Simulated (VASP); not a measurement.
# Al (Fm-3m) in VASP: further runs

Al is run at these levels: PBEsol, PBE; tasks: single point.

Everything below comes from runs of VASP 6.6.1. Logs are shortened: lines on timing, memory, paths and dates and some standing lists are left out, and cuts for length are marked.

**1. The cell of the first run**

It takes space group Fm-3m (No. 225, cubic). Conventional cell: a = 4.050 Å, b = 4.050 Å, c = 4.050 Å, α = 90.00°, β = 90.00°, γ = 90.00°. Al (site symmetry m-3m) has 12 Al at 2.86 Å within 3.8 Å.

**2. Single point, PBEsol**

Input file INCAR:

```
  PREC = Accurate
  ENCUT = 500
  EDIFF = 1E-6
  ISMEAR = -1
  SIGMA = 0.1
  LREAL = False
  LASPH = True
  NELM = 120
  ALGO = Normal
  ISIF = 2
  LWAVE = False
  LCHARG = False
  GGA = PS
  NBANDS = 8
  GGA_COMPAT = False
```

Input file KPOINTS:

```
Automatic mesh
0
Gamma
  10 10 10
```

Input file POSCAR:

```
Al
1.0
    0.0000000000      2.0248100000      2.0248100000
    2.0248100000      0.0000000000      2.0248100000
    2.0248100000      2.0248100000      0.0000000000
Al
1
Direct
    0.0000000000      0.0000000000      0.0000000000
```

Potentials or basis: VASP PAW PBE potentials, release 64 (Al).

Started as:

```bash
> cat potpaw_PBE.64/Al/POTCAR > POTCAR
> mpirun -np 1 vasp_std > vasp.out
```

OUTCAR:

```text
PREC = Accurate
   ENCUT = 500
   EDIFF = 1E-6
   ISMEAR = -1
   LREAL = False
   LASPH = True
   NELM = 120
   ISIF = 2
   GGA = PS

 ion  position               nearest neighbor table
   1  0.000  0.000  0.000-

  LATTYP: Found a face centered cubic cell.
 ALAT       =     4.0496200000

  Lattice vectors:

 A1 = (   0.0000000000,   2.0248100000,   2.0248100000)
 A2 = (   2.0248100000,   0.0000000000,   2.0248100000)
 A3 = (   2.0248100000,   2.0248100000,   0.0000000000)

Analysis of symmetry for initial positions (statically):
=====================================================================
 Subroutine PRICEL returns:
 Original cell was already a primitive cell.

 Routine SETGRP: Setting up the symmetry group for a
 face centered cubic supercell.

 Subroutine GETGRP returns: Found 48 space group operations
 (whereof 48 operations were pure point group operations)
 out of a pool of 48 trial point group operations.

The static configuration has the point symmetry O_h .

Analysis of symmetry for dynamics (positions and initial velocities):
=====================================================================
 Subroutine PRICEL returns:
 Original cell was already a primitive cell.

 Routine SETGRP: Setting up the symmetry group for a
 face centered cubic supercell.

 Subroutine GETGRP returns: Found 48 space group operations
 (whereof 48 operations were pure point group operations)
 out of a pool of 48 trial point group operations.

The dynamic configuration has the point symmetry O_h .

 Subroutine INISYM returns: Found 48 space group operations
 (whereof 48 operations are pure point group operations),
 and found     1 'primitive' translations

----------------------------------------------------------------------------------------

                                     Primitive cell

  volume of cell :      16.6029

  direct lattice vectors                    reciprocal lattice vectors
     0.000000000  2.024810000  2.024810000    -0.246936750  0.246936750  0.246936750
     2.024810000  0.000000000  2.024810000     0.246936750 -0.246936750  0.246936750
     2.024810000  2.024810000  0.000000000     0.246936750  0.246936750 -0.246936750

  length of vectors
     2.863513763  2.863513763  2.863513763     0.427706997  0.427706997  0.427706997

  position of ions in fractional coordinates (direct lattice)
     0.000000000  0.000000000  0.000000000

  ion indices of the primitive-cell ions
   primitive index   ion index
                 1           1

----------------------------------------------------------------------------------------

 KPOINTS: Automatic mesh

Automatic generation of k-mesh.
 Grid dimensions read from file:
 generate k-points for:   10   10   10

 Generating k-lattice:

  Cartesian coordinates                     Fractional coordinates (reciprocal lattice)
    -0.024693675  0.024693675  0.024693675     0.100000000  0.000000000  0.000000000
     0.024693675 -0.024693675  0.024693675     0.000000000  0.100000000  0.000000000
     0.024693675  0.024693675 -0.024693675     0.000000000  0.000000000  0.100000000

  Length of vectors
     0.042770700  0.042770700  0.042770700

  Shift w.r.t. Gamma in fractional coordinates (k-lattice)
     0.000000000  0.000000000  0.000000000

 Subroutine IBZKPT returns following result:
 ===========================================

 Found     47 irreducible k-points:

 Following reciprocal coordinates:
            Coordinates               Weight
  0.000000  0.000000  0.000000      1.000000
  0.100000  0.000000  0.000000      8.000000
  0.200000  0.000000  0.000000      8.000000
  0.300000  0.000000  0.000000      8.000000
  0.400000  0.000000  0.000000      8.000000
  0.500000  0.000000  0.000000      4.000000
[... 16 lines left out ...]
  0.300000  0.300000  0.000000      6.000000
  0.400000  0.300000  0.000000     24.000000
 [... further k-points ...]
   k-points           NKPTS =     47   k-points in BZ     NKDIM =     47   number of bands    NBANDS=      8
   number of dos      NEDOS =    301   number of ions     NIONS =      1
   total plane-waves  NPLWV =  13824
   dimension x,y,z NGX =    24 NGY =   24 NGZ =   24
   dimension x,y,z NGXF=    48 NGYF=   48 NGZF=   48
   ions per type =               1
   NGX,Y,Z   is equivalent  to a cutoff of  13.93, 13.93, 13.93 a.u.
   NGXF,Y,Z  is equivalent  to a cutoff of  27.87, 27.87, 27.87 a.u.
 SYSTEM =  unknown system
   PREC   = accura    normal or accurate (medium, high low for compatibility)
   ISTART =      0    job   : 0-new  1-cont  2-samecut
   ICHARG =      2    charge: 1-file 2-atom 10-const
   ISPIN  =      1    spin polarized calculation?
   LNONCOLLINEAR =      F non collinear calculations
   LSORBIT =      F    spin-orbit coupling
   LASPH  =      T    aspherical Exc in radial PAW
   ENCUT  =  500.0 eV  36.75 Ry    6.06 a.u.   5.22  5.22  5.22*2*pi/ulx,y,z
   NELM   =    120;   NELMIN=  2; NELMDL= -5     # of ELM steps
   EDIFF  = 0.1E-05   stopping-criterion for ELM
   LREAL  =      F    real-space projection
   EDIFFG = 0.1E-04   stopping-criterion for IOM
   NSW    =      0    number of steps for IOM
   IBRION =     -1    ionic relax: 0-MD 1-quasi-New 2-CG
   NFREE  =      0    steps in history (QN), initial steepest desc. (CG)
   ISIF   =      2    stress and relaxation
   ISYM   =      2    0-nonsym 1-usesym 2-fastsym
   POTIM  = 0.5000    time-step for ionic-motion
   TEBEG  =    0.0;   TEEND  =   0.0 temperature during run
   PSTRESS=    0.0 pullay stress
   NELECT =       3.0000    total number of electrons
   NUPDOWN=      -1.0000    fix difference up-down
   EMIN   =  10.00;   EMAX   =-10.00  energy-range for DOS
   EFERMI =   0.00;   METHOD = LEGACY
   ISMEAR =    -1;   SIGMA  =   0.10  broadening in eV -4-tet -1-fermi 0-gaus
   EFERMI_NEDOS =   21; number of points for ismear=-14 and -15
   IALGO  =     38    algorithm
   IMIX   =      4    mixing-type and parameters
     AMIX     =   0.40;   BMIX     =  1.00
     AMIX_MAG =   1.60;   BMIX_MAG =  1.00
  volume/ion in A,a.u.               =      16.60       112.04
  Fermi-wavevector in a.u.,A,eV,Ry     =   0.925524  1.748987 11.654676  0.856594
  Thomas-Fermi vector in A             =   2.051388
   LORBIT       =      0    0 simple, 1 ext, 2 COOP (PROOUT), +10 PAW based schemes
   GGA     = PS    functional components
   LHFCALC =     F    Hartree Fock is set to
   AEXX    =    0.0000 exact exchange contribution
   IVDW    =     0    specifies the selected vdW correction
   LEPSILON=     F    determine dielectric tensor
   LRPA    =     F    only Hartree local field effects (RPA)
 non-spin polarized calculation
  energy-cutoff  :      500.00
  volume of cell :       16.60
 maximum number of plane-waves:       444
 NGX is ok and might be reduce to    24
   NGX = 11   NGY = 11   NGZ = 11

 number of electron       3.0000000 magnetization

 Free energy of the ion-electron system (eV)
  ---------------------------------------------------
  ext. energy  EPLUGINS =         0.00000000
  ---------------------------------------------------
  free energy    TOTEN  =        -4.08191017 eV

  energy without entropy =       -4.06145624  energy(sigma->0) =       -4.07168321

 E-fermi :   7.9975     XC(G=0): -10.2348

 val. band max:        7.9635561993   @ k =  -0.4000   0.4000   0.0000
 cond. band min:       8.0079500311   @ k =  -0.4000   0.4000   0.1000
 fundamental gap:      0.0443938318
 Fermi energy:         7.9974973790

 k-point     1 :       0.0000    0.0000    0.0000
  band No.  band energies     occupation
      1      -3.2024      2.00000
      2      20.4451      0.00000
      3      20.4451      0.00000
      4      20.4451      0.00000
      5      21.8896      0.00000
      6      21.8896      0.00000
      7      21.8896      0.00000
      8      24.3214      0.00000

 k-point     2 :       0.1000    0.0000    0.0000
  band No.  band energies     occupation
      1      -2.9319      2.00000
      2      17.1667      0.00000
      3      19.7148      0.00000
      4      19.7148      0.00000
      5      22.5714      0.00000
      6      23.0226      0.00000
      7      23.0226      0.00000
      8      25.9128      0.00000

 k-point     3 :       0.2000    0.0000    0.0000
  band No.  band energies     occupation
      1      -2.1235      2.00000
      2      13.1904      0.00000
      3      18.9577      0.00000
      4      18.9577      0.00000
      5      22.2942      0.00000
      6      23.4324      0.00000
      7      23.4324      0.00000
      8      25.5154      0.00000

 k-point     4 :       0.3000    0.0000    0.0000
  band No.  band energies     occupation
      1      -0.7864      2.00000
      2       9.5133      0.00000
      3      18.6075      0.00000
      4      18.6075      0.00000
      5      21.6940      0.00000
      6      21.6940      0.00000
      7      22.1269      0.00000
      8      25.6863      0.00000

 k-point     5 :       0.4000    0.0000    0.0000
  band No.  band energies     occupation
      1       1.0650      2.00000
      2       6.2421      2.00000
      3      18.7022      0.00000
      4      18.7022      0.00000
      5      20.2550      0.00000
      6      20.2550      0.00000
      7      22.3419      0.00000
      8      24.1561      0.00000

 k-point     6 :       0.5000    0.0000    0.0000
  band No.  band energies     occupation
      1       3.3154      2.00000
      2       3.5166      2.00000
      3      19.2120      0.00000
      4      19.2120      0.00000
      5      19.2915      0.00000
      6      19.2915      0.00000
      7      22.9647      0.00000
      8      23.0749      0.00000

 k-point     7 :       0.1000    0.1000    0.0000
  band No.  band energies     occupation
      1      -2.8419      2.00000
      2      18.3211      0.00000
      3      18.3211      0.00000
      4      18.6221      0.00000
      5      21.1048      0.00000
      6      23.7276      0.00000
      7      24.5317      0.00000
      8      24.5317      0.00000

 k-point     8 :       0.2000    0.1000    0.0000
  band No.  band energies     occupation
      1      -2.2131      2.00000
      2      14.6531      0.00000
      3      17.3480      0.00000
      4      18.7525      0.00000
      5      21.1422      0.00000
      6      21.9441      0.00000
      7      24.9260      0.00000
      8      25.8453      0.00000

 k-point     9 :       0.3000    0.1000    0.0000
  band No.  band energies     occupation
      1      -1.0528      2.00000
      2      10.9009      0.00000
      3      16.8256      0.00000
      4      18.4218      0.00000
      5      19.1403      0.00000
      6      23.9718      0.00000
      7      24.4557      0.00000
      8      24.9184      0.00000

 k-point    10 :       0.4000    0.1000    0.0000
  band No.  band energies     occupation
      1       0.6261      2.00000
      2       7.5038      1.98576
      3      16.7599      0.00000
      4      17.4647      0.00000
      5      18.4327      0.00000
      6      22.9449      0.00000
      7      24.6831      0.00000
      8      26.0093      0.00000
[... 78 lines left out ...]
 k-point    18 :       0.4000    0.2000    0.0000
  band No.  band energies     occupation
      1       0.7131      2.00000
      2       9.2338      0.00001
      3      14.3954      0.00000
      4      15.2885      0.00000
      5      16.9511      0.00000
      6      22.8057      0.00000
      7      26.0347      0.00000
      8      28.6054      0.00000

 k-point    19 :       0.5000    0.2000    0.0000
  band No.  band energies     occupation
      1       2.7145      2.00000
      2       6.1491      2.00000
      3      13.0133      0.00000
      4      15.5253      0.00000
      5      17.2789      0.00000
      6      24.8176      0.00000
      7      25.6700      0.00000
      8      28.1212      0.00000

 k-point    20 :      -0.4000    0.2000    0.0000
  band No.  band energies     occupation
      1       3.4905      2.00000
      2       5.2093      2.00000
      3      12.1255      0.00000
      4      16.2241      0.00000
      5      18.0724      0.00000
      6      23.9959      0.00000
      7      26.5131      0.00000
      8      29.4431      0.00000

 k-point    21 :      -0.3000    0.2000    0.0000
  band No.  band energies     occupation
      1       1.3269      2.00000
      2       8.1049      0.50944
      3      11.7760      0.00000
      4      17.3842      0.00000
      5      19.3354      0.00000
      6      23.5948      0.00000
      7      25.9924      0.00000
      8      26.7349      0.00000

 k-point    22 :      -0.2000    0.2000    0.0000
  band No.  band energies     occupation
      1      -0.3435      2.00000
      2      10.9486      0.00000
      3      12.4097      0.00000
      4      18.9968      0.00000
      5      21.0179      0.00000
      6      23.2338      0.00000
      7      24.2100      0.00000
      8      25.2163      0.00000

 k-point    23 :       0.3000    0.3000    0.0000
  band No.  band energies     occupation
      1       0.0090      2.00000
      2      13.7377      0.00000
      3      14.5526      0.00000
      4      14.6674      0.00000
      5      14.6674      0.00000
      6      18.1519      0.00000
      7      30.0731      0.00000
      8      31.1911      0.00000

 k-point    24 :       0.4000    0.3000    0.0000
  band No.  band energies     occupation
      1       1.3236      2.00000
      2      11.3134      0.00000
      3      11.7438      0.00000
      4      14.2858      0.00000
      5      15.5928      0.00000
      6      19.1337      0.00000
      7      29.3684      0.00000
      8      31.5944      0.00000

 [... further k-points ...]
[... 5 lines left out ...]
  --------------------------------------------------------------------------------------
  -------------------------------------------------------------------------------------
  Total       -0.1953979     -0.1953979     -0.1953979     -0.0000000      0.0000000     -0.0000000
  in kB      -18.8559146    -18.8559146    -18.8559146     -0.0000000      0.0000000     -0.0000000
  external PRESSURE =     -18.8559146 kB  Pullay stress =       0.0000000 kB

 VOLUME and BASIS-vectors are now :
 -----------------------------------------------------------------------------
  energy-cutoff  :      500.00
  volume of cell :       16.60
      direct lattice vectors                 reciprocal lattice vectors
     0.000000000  2.024810000  2.024810000    -0.246936750  0.246936750  0.246936750
     2.024810000  0.000000000  2.024810000     0.246936750 -0.246936750  0.246936750
     2.024810000  2.024810000  0.000000000     0.246936750  0.246936750 -0.246936750

 POSITION                                       TOTAL-FORCE (eV/Angst)
 -----------------------------------------------------------------------------------
      0.00000      0.00000      0.00000        -0.000000      0.000000      0.000000
 -----------------------------------------------------------------------------------
    total drift:                               -0.000000     -0.000000      0.000000

  FREE ENERGIE OF THE ION-ELECTRON SYSTEM (eV)
  ---------------------------------------------------
  free  energy   TOTEN  =        -4.0819101692 eV

  energy  without entropy=       -4.0614562416  energy(sigma->0) =       -4.07168321
```

It took 2.2 s on 1 thread of Intel Xeon 6975P-C (Granite Rapids), shared host; peak memory 0.12 GiB.

What came out:

| Property | Result |
| --- | --- |
| Free energy | -4.0819 eV |
| Pressure | -1.9 GPa |

Levels at points of the mesh, in eV from the Fermi level:
```tsv
k point	band 1	band 2	band 3	band 4	band 5	band 6
(0.00, 0.00, 0.00)	-11.20	12.45	12.45	12.45	13.89	13.89
(0.50, 0.00, 0.00)	-4.68	-4.48	11.21	11.21	11.29	11.29
(0.50, 0.50, 0.00)	-3.02	-1.72	5.14	5.44	5.44	8.88
```

Caveat: the PAW data sets were made with another functional, which shifts forces and pressure a little.

**3. Single point, PBE**

Input file INCAR:

```
PREC = Accurate ; ENCUT = 500
EDIFF = 1E-6 ; ISMEAR = -1
SIGMA = 0.1 ; LREAL = F
LASPH = T ; NELM = 120
ALGO = Normal ; ISIF = 2
LWAVE = F ; LCHARG = T
GGA = PE ; LELF = T
LVHAR = T ; NBANDS = 8
GGA_COMPAT = F
```

Input file KPOINTS:

```
regular mesh
0
Gamma
  10 10 10
```

POSCAR is that of step 2.

Potentials or basis: VASP PAW PBE potentials, release 64 (Al).

Started as:

```bash
> cat potpaw_PBE.64/Al/POTCAR > POTCAR
> mpirun -np 1 vasp_std > vasp.out
```

OUTCAR:

```text
PREC = Accurate
   ENCUT = 500
   EDIFF = 1E-6
   ISMEAR = -1
   LREAL = F
   LASPH = T
   NELM = 120
   ISIF = 2
   GGA = PE

 ion  position               nearest neighbor table
   1  0.000  0.000  0.000-

  LATTYP: Found a face centered cubic cell.
 ALAT       =     4.0496200000

  Lattice vectors:

 A1 = (   0.0000000000,   2.0248100000,   2.0248100000)
 A2 = (   2.0248100000,   0.0000000000,   2.0248100000)
 A3 = (   2.0248100000,   2.0248100000,   0.0000000000)

[... 433 lines left out ...]
  band No.  band energies     occupation
      1       1.3710      2.00000
      2      11.3710      0.00000
      3      11.8002      0.00000
      4      14.3457      0.00000
      5      15.6525      0.00000
      6      19.2011      0.00000
      7      29.4658      0.00000
      8      31.6893      0.00000

 [... further k-points ...]
[... 5 lines left out ...]
  --------------------------------------------------------------------------------------
  -------------------------------------------------------------------------------------
  Total       -0.0494426     -0.0494426     -0.0494426     -0.0000000     -0.0000000      0.0000000
  in kB       -4.7712113     -4.7712113     -4.7712113     -0.0000000     -0.0000000      0.0000000
  external PRESSURE =      -4.7712113 kB  Pullay stress =       0.0000000 kB

 VOLUME and BASIS-vectors are now :
 -----------------------------------------------------------------------------
  energy-cutoff  :      500.00
  volume of cell :       16.60
      direct lattice vectors                 reciprocal lattice vectors
     0.000000000  2.024810000  2.024810000    -0.246936750  0.246936750  0.246936750
     2.024810000  0.000000000  2.024810000     0.246936750 -0.246936750  0.246936750
     2.024810000  2.024810000  0.000000000     0.246936750  0.246936750 -0.246936750

 POSITION                                       TOTAL-FORCE (eV/Angst)
 -----------------------------------------------------------------------------------
      0.00000      0.00000      0.00000         0.000000      0.000000      0.000000
 -----------------------------------------------------------------------------------
    total drift:                                0.000000     -0.000000     -0.000000

  FREE ENERGIE OF THE ION-ELECTRON SYSTEM (eV)
  ---------------------------------------------------
  free  energy   TOTEN  =        -3.7378518536 eV

  energy  without entropy=       -3.7173737499  energy(sigma->0) =       -3.72761280
```

stdout:

```text
POSCAR found type information on POSCAR Al
 POSCAR found :  1 types and       1 ions
 scaLAPACK will be used
 LDA part: xc-table for (Slater+PW92), standard interpolation
 POSCAR, INCAR and KPOINTS ok, starting setup
 FFT: planning ... GRIDC
 FFT: planning ... GRID_SOFT
 FFT: planning ... GRID
 WAVECAR not read
 entering main loop
```

Wall time 2.4 s (1 thread of Intel Xeon 6975P-C (Granite Rapids), shared host); peak memory 0.13 GiB.

Results:

```yaml
Free_energy: -3.7379 eV
Pressure: -0.5 GPa
```
